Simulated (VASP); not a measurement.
# Ga2C (P6/mmm) in VASP: a series of runs

Ga2C is run at these levels: PBE; tasks: single point, relaxation of cell and atoms.

Program: VASP 6.6.1. These are calculated values, not measurements. Logs are shortened: lines on timing, memory, paths and dates and some standing lists are left out, and cuts for length are marked.

## 1. The cell of the first run

The structure is hexagonal, space group P6/mmm (No. 191). Conventional cell: a = 4.311 Å, b = 4.311 Å, c = 2.789 Å, α = 90.00°, β = 90.00°, γ = 120.00°. Ga (site symmetry -6m2) has 5 Ga at 2.49 to 2.79 Å and 6 C at 2.85 Å within 3.3 Å. Within 3.7 Å of C (site symmetry 6/mmm) lie 2 C at 2.79 Å and 12 Ga at 2.85 Å.

## 2. Single point, PBE

The input, INCAR:

```
SYSTEM = Ga2C
PREC = Accurate ; ENCUT = 520
EDIFF = 1E-6 ; ISMEAR = 0
SIGMA = 0.1 ; LREAL = .False.
LASPH = .True. ; NELM = 60
ALGO = Normal ; ISIF = 2
LWAVE = .False. ; LCHARG = .False.
GGA = PE ; NBANDS = 22
```

The input, KPOINTS:

```
Automatic mesh
0
Gamma
  6 6 4
  0 0 0
```

The input, POSCAR:

```
Ga2C
1.0
    4.3113825885      0.0000000000      0.0000000000
   -2.1556912942      3.7337668471      0.0000000000
    0.0000000000      0.0000000000      2.7892991374
Ga C
2 1
Direct
    0.3333333333      0.6666666667      0.5000000000
    0.6666666667      0.3333333333      0.5000000000
    0.0000000000      0.0000000000      0.0000000000
```

Potentials or basis: VASP PAW PBE potentials, release 64 (Ga_d, C).

On the command line:

```console
> cat potpaw_PBE.64/Ga_d/POTCAR potpaw_PBE.64/C/POTCAR > POTCAR
> mpirun -np 1 vasp_std > vasp.out
```

OUTCAR:

```text
SYSTEM = Ga2C
   PREC = Accurate
   ENCUT = 520
   EDIFF = 1E-6
   ISMEAR = 0
   LREAL = .False.
   LASPH = .True.
   NELM = 60
   ISIF = 2
   GGA = PE

 ion  position               nearest neighbor table
   1  0.333  0.667  0.500-   2 2.49   2 2.49   2 2.49
   2  0.667  0.333  0.500-   1 2.49   1 2.49   1 2.49
   3  0.000  0.000  0.000-

  LATTYP: Found a hexagonal cell.
 ALAT       =     4.3113825885
 C/A-ratio  =     0.6469616370

  Lattice vectors:

 A1 = (   4.3113825885,   0.0000000000,   0.0000000000)
 A2 = (  -2.1556912942,   3.7337668471,   0.0000000000)
 A3 = (   0.0000000000,   0.0000000000,   2.7892991374)

Analysis of symmetry for initial positions (statically):
=====================================================================
 Subroutine PRICEL returns:
 Original cell was already a primitive cell.

 Routine SETGRP: Setting up the symmetry group for a
 hexagonal supercell.

 Subroutine GETGRP returns: Found 24 space group operations
 (whereof 24 operations were pure point group operations)
 out of a pool of 24 trial point group operations.

The static configuration has the point symmetry D_6h.

Analysis of symmetry for dynamics (positions and initial velocities):
=====================================================================
 Subroutine PRICEL returns:
 Original cell was already a primitive cell.

 Routine SETGRP: Setting up the symmetry group for a
 hexagonal supercell.

 Subroutine GETGRP returns: Found 24 space group operations
 (whereof 24 operations were pure point group operations)
 out of a pool of 24 trial point group operations.

The dynamic configuration has the point symmetry D_6h.

 Subroutine INISYM returns: Found 24 space group operations
 (whereof 24 operations are pure point group operations),
 and found     1 'primitive' translations

----------------------------------------------------------------------------------------

                                     Primitive cell

  volume of cell :      44.9013

  direct lattice vectors                    reciprocal lattice vectors
     4.311382588  0.000000000  0.000000000     0.231944157  0.133913021  0.000000000
    -2.155691294  3.733766847  0.000000000     0.000000000  0.267826043  0.000000000
     0.000000000  0.000000000  2.789299137     0.000000000  0.000000000  0.358512999

  length of vectors
     4.311382588  4.311382588  2.789299137     0.267826043  0.267826043  0.358512999

  position of ions in fractional coordinates (direct lattice)
     0.333333333  0.666666667  0.500000000
     0.666666667  0.333333333  0.500000000
     0.000000000  0.000000000  0.000000000

  ion indices of the primitive-cell ions
   primitive index   ion index
                 1           1
                 2           2
                 3           3

----------------------------------------------------------------------------------------

 KPOINTS: Automatic mesh

Automatic generation of k-mesh.
 Grid dimensions read from file:
 generate k-points for:    6    6    4

 Generating k-lattice:

  Cartesian coordinates                     Fractional coordinates (reciprocal lattice)
     0.038657360  0.022318837  0.000000000     0.166666667 -0.000000000  0.000000000
     0.000000000  0.044637674  0.000000000     0.000000000  0.166666667  0.000000000
     0.000000000  0.000000000  0.089628250     0.000000000  0.000000000  0.250000000

  Length of vectors
     0.044637674  0.044637674  0.089628250

  Shift w.r.t. Gamma in fractional coordinates (k-lattice)
     0.000000000  0.000000000  0.000000000

 Subroutine IBZKPT returns following result:
 ===========================================

 Found     21 irreducible k-points:

 Following reciprocal coordinates:
            Coordinates               Weight
  0.000000  0.000000  0.000000      1.000000
  0.166667 -0.000000  0.000000      6.000000
  0.333333 -0.000000  0.000000      6.000000
  0.500000 -0.000000  0.000000      3.000000
  0.166667  0.166667  0.000000      6.000000
  0.333333  0.166667  0.000000     12.000000
[... 13 lines left out ...]
  0.333333  0.166667  0.500000     12.000000
  0.333333  0.333333  0.500000      2.000000
   k-points           NKPTS =     21   k-points in BZ     NKDIM =     21   number of bands    NBANDS=     22
   number of dos      NEDOS =    301   number of ions     NIONS =      3
   total plane-waves  NPLWV =  24576
   dimension x,y,z NGX =    32 NGY =   32 NGZ =   24
   dimension x,y,z NGXF=    64 NGYF=   64 NGZF=   48
   ions per type =               2   1
   NGX,Y,Z   is equivalent  to a cutoff of  12.34, 12.34, 14.30 a.u.
   NGXF,Y,Z  is equivalent  to a cutoff of  24.68, 24.68, 28.61 a.u.
 SYSTEM =  Ga2C
   PREC   = accura    normal or accurate (medium, high low for compatibility)
   ISTART =      0    job   : 0-new  1-cont  2-samecut
   ICHARG =      2    charge: 1-file 2-atom 10-const
   ISPIN  =      1    spin polarized calculation?
   LNONCOLLINEAR =      F non collinear calculations
   LSORBIT =      F    spin-orbit coupling
   LASPH  =      T    aspherical Exc in radial PAW
   ENCUT  =  520.0 eV  38.22 Ry    6.18 a.u.   8.02  8.02  5.19*2*pi/ulx,y,z
   NELM   =     60;   NELMIN=  2; NELMDL= -5     # of ELM steps
   EDIFF  = 0.1E-05   stopping-criterion for ELM
   LREAL  =      F    real-space projection
[... 7 lines left out ...]
   TEBEG  =    0.0;   TEEND  =   0.0 temperature during run
   PSTRESS=    0.0 pullay stress
   NELECT =      30.0000    total number of electrons
   NUPDOWN=      -1.0000    fix difference up-down
   EMIN   =  10.00;   EMAX   =-10.00  energy-range for DOS
   EFERMI =   0.00;   METHOD = LEGACY
   ISMEAR =     0;   SIGMA  =   0.10  broadening in eV -4-tet -1-fermi 0-gaus
   EFERMI_NEDOS =   21; number of points for ismear=-14 and -15
   IALGO  =     38    algorithm
   IMIX   =      4    mixing-type and parameters
     AMIX     =   0.40;   BMIX     =  1.00
     AMIX_MAG =   1.60;   BMIX_MAG =  1.00
  volume/ion in A,a.u.               =      14.97       101.00
  Fermi-wavevector in a.u.,A,eV,Ry     =   1.431185  2.704547 27.868666  2.048289
  Thomas-Fermi vector in A             =   2.550949
   LORBIT       =      0    0 simple, 1 ext, 2 COOP (PROOUT), +10 PAW based schemes
   GGA     = PE    functional components
   LHFCALC =     F    Hartree Fock is set to
   AEXX    =    0.0000 exact exchange contribution
   IVDW    =     0    specifies the selected vdW correction
   LEPSILON=     F    determine dielectric tensor
   LRPA    =     F    only Hartree local field effects (RPA)
 non-spin polarized calculation
 Gauss-broadening in eV      SIGMA  =   0.10
  energy-cutoff  :      520.00
  volume of cell :       44.90
 maximum number of plane-waves:      1220
   NGX = 17   NGY = 17   NGZ = 11

 number of electron      30.0000002 magnetization

 Free energy of the ion-electron system (eV)
  ---------------------------------------------------
  ext. energy  EPLUGINS =         0.00000000
  ---------------------------------------------------
  free energy    TOTEN  =        -9.92307963 eV

  energy without entropy =       -9.91512966  energy(sigma->0) =       -9.91910465

 E-fermi :   5.5338     XC(G=0): -11.3264

 val. band max:        5.5245116964   @ k =   0.3333   0.3333   0.0000
 cond. band min:       5.5353153721   @ k =   0.5000  -0.0000   0.5000
 fundamental gap:      0.0108036757
 Fermi energy:         5.5337825998

 k-point     1 :       0.0000    0.0000    0.0000
  band No.  band energies     occupation
      1      -9.8437      2.00000
      2      -9.6135      2.00000
      3      -9.6135      2.00000
      4      -9.5520      2.00000
      5      -9.4830      2.00000
      6      -9.4830      2.00000
[... 14 lines left out ...]
     21      14.9857      0.00000
     22      15.6107      0.00000

 k-point     2 :       0.1667   -0.0000    0.0000
  band No.  band energies     occupation
      1      -9.8334      2.00000
      2      -9.6801      2.00000
      3      -9.6715      2.00000
      4      -9.5447      2.00000
      5      -9.4882      2.00000
      6      -9.4750      2.00000
[... 14 lines left out ...]
     21      14.8153      0.00000
     22      16.1087      0.00000

 k-point     3 :       0.3333   -0.0000    0.0000
  band No.  band energies     occupation
      1      -9.8173      2.00000
      2      -9.7563      2.00000
      3      -9.7390      2.00000
      4      -9.5602      2.00000
      5      -9.4979      2.00000
      6      -9.4560      2.00000
[... 14 lines left out ...]
     21      14.7278      0.00000
     22      17.2394      0.00000

 k-point     4 :       0.5000   -0.0000    0.0000
  band No.  band energies     occupation
      1      -9.8216      2.00000
      2      -9.7735      2.00000
      3      -9.7640      2.00000
      4      -9.5709      2.00000
      5      -9.5024      2.00000
      6      -9.4437      2.00000
[... 14 lines left out ...]
     21      14.8540      0.00000
     22      17.3609      0.00000

 k-point     5 :       0.1667    0.1667    0.0000
  band No.  band energies     occupation
      1      -9.8219      2.00000
      2      -9.7524      2.00000
      3      -9.7168      2.00000
      4      -9.5337      2.00000
      5      -9.4979      2.00000
      6      -9.4579      2.00000
[... 342 lines left out ...]
 k-point    19 :       0.1667    0.1667    0.5000
  band No.  band energies     occupation
      1      -9.7308      2.00000
      2      -9.7095      2.00000
      3      -9.6551      2.00000
      4      -9.6486      2.00000
      5      -9.5849      2.00000
      6      -9.4664      2.00000
[... 14 lines left out ...]
     21      14.1549      0.00000
     22      14.7581      0.00000

 k-point    20 :       0.3333    0.1667    0.5000
  band No.  band energies     occupation
      1      -9.7899      2.00000
      2      -9.7367      2.00000
      3      -9.6733      2.00000
      4      -9.6232      2.00000
      5      -9.5822      2.00000
      6      -9.5009      2.00000
[... 14 lines left out ...]
     21      14.5251      0.00000
     22      15.8865      0.00000

 k-point    21 :       0.3333    0.3333    0.5000
  band No.  band energies     occupation
      1      -9.8199      2.00000
      2      -9.7563      2.00000
      3      -9.6239      2.00000
      4      -9.6239      2.00000
      5      -9.5597      2.00000
      6      -9.5597      2.00000
[... 14 lines left out ...]
     21      13.9331      0.00000
     22      13.9331      0.00000

------------------------ aborting loop because EDIFF is reached ----------------------------------------

  FORCE on cell =-STRESS in cart. coord.  units (eV):
  Direction    XX          YY          ZZ          XY          YZ          ZX
  --------------------------------------------------------------------------------------
  -------------------------------------------------------------------------------------
  Total        0.1172233      0.1172233     -0.0522452      0.0000000     -0.0000000     -0.0000000
  in kB        4.1827845      4.1827845     -1.8642241      0.0000000     -0.0000000     -0.0000000
  external PRESSURE =       2.1671150 kB  Pullay stress =       0.0000000 kB

 VOLUME and BASIS-vectors are now :
 -----------------------------------------------------------------------------
  energy-cutoff  :      520.00
  volume of cell :       44.90
      direct lattice vectors                 reciprocal lattice vectors
     4.311382588  0.000000000  0.000000000     0.231944157  0.133913021  0.000000000
    -2.155691294  3.733766847  0.000000000     0.000000000  0.267826043  0.000000000
     0.000000000  0.000000000  2.789299137     0.000000000  0.000000000  0.358512999

 POSITION                                       TOTAL-FORCE (eV/Angst)
 -----------------------------------------------------------------------------------
     -0.00000      2.48918      1.39465         0.000000     -0.000000     -0.000000
      2.15569      1.24459      1.39465        -0.000000      0.000000      0.000000
      0.00000      0.00000      0.00000        -0.000000      0.000000      0.000000
 -----------------------------------------------------------------------------------
    total drift:                               -0.000000      0.000000      0.000000

  FREE ENERGIE OF THE ION-ELECTRON SYSTEM (eV)
  ---------------------------------------------------
  free  energy   TOTEN  =        -9.9230796330 eV

  energy  without entropy=       -9.9151296615  energy(sigma->0) =       -9.91910465
```

Wall time 9.5 s (1 thread of Intel Xeon 6975P-C (Granite Rapids), shared host); peak memory 0.16 GiB.

What came out:

```yaml
Free_energy: -9.9231 eV
Pressure: 0.2 GPa
Band_gap_on_the_k_mesh: zero (band 15 reaches 7.49 eV, above the bottom of band 16 at 2.45 eV)
```

Levels at points of the mesh, in eV from the Fermi level:
| k point | band 13 | band 14 | band 15 | band 16 | band 17 | band 18 |
| --- | --- | --- | --- | --- | --- | --- |
| (0.00, 0.00, 0.00) | -2.03 | -2.03 | -1.02 | -0.83 | -0.83 | 2.06 |
| (0.50, 0.00, 0.00) | -5.14 | -4.16 | 1.96 | 2.41 | 3.46 | 4.26 |
| (0.00, 0.00, 0.50) | -1.38 | -0.06 | -0.06 | 0.21 | 2.25 | 2.25 |
| (0.50, 0.00, 0.50) | -4.82 | -3.97 | -0.41 | -0.15 | 0.00 | 0.56 |

Caveat: the k points lie up to 0.56 Å⁻¹ apart.

(Continued in part 2 of 3.)
